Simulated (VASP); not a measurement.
## Bi: single point with LDA

Bi, a slab with vacuum:

```
CELL_PARAMETERS angstrom
4.28400 0.00000 0.00000
-2.14200 3.71005 0.00000
0.00000 0.00000 28.00000
ATOMIC_POSITIONS crystal
Bi 0.33333 0.66667 0.53938
Bi 0.66667 0.33333 0.46063
```

```json
{"Program": "VASP 6.6.1", "Task": "single point", "Functional": "LDA", "Potentials or basis": "VASP PAW LDA potentials, release 64 (Bi_d)", "Cutoff": "520 eV", "k mesh": "9 × 9 × 1", "Occupations": "gaussian, width 0.02 eV", "Spin": "no spin polarisation", "Dipole correction": "yes", "Further INCAR settings": "ALGO = Normal; EDIFF = 1e-06; NBANDS = 22"}
```

The largest force is 2.286 eV/Å and the band gap on the k mesh is zero (band 15 reaches -1.90 eV, above the bottom of band 16 at -2.28 eV).

Forces on the atoms (eV/Å):
```
Bi   0.000  0.000 -2.286
Bi   0.000  0.000  2.286
```

Levels at points of the mesh, in eV from the Fermi level:
| k point | band 12 | band 13 | band 14 | band 15 | band 16 | band 17 | band 18 | band 19 |
| --- | --- | --- | --- | --- | --- | --- | --- | --- |
| (0.00, 0.00, 0.00) | -9.81 | -2.04 | 0.30 | 0.30 | 0.45 | 1.94 | 1.94 | 3.29 |

Wall time 110 s on 1 thread of AMD EPYC 7R43 64-Core Processor (Zen 3) (shared host), peak memory 0.36 GiB.

Caveat: spin-orbit coupling is left out, which moves the levels of the heavy elements.
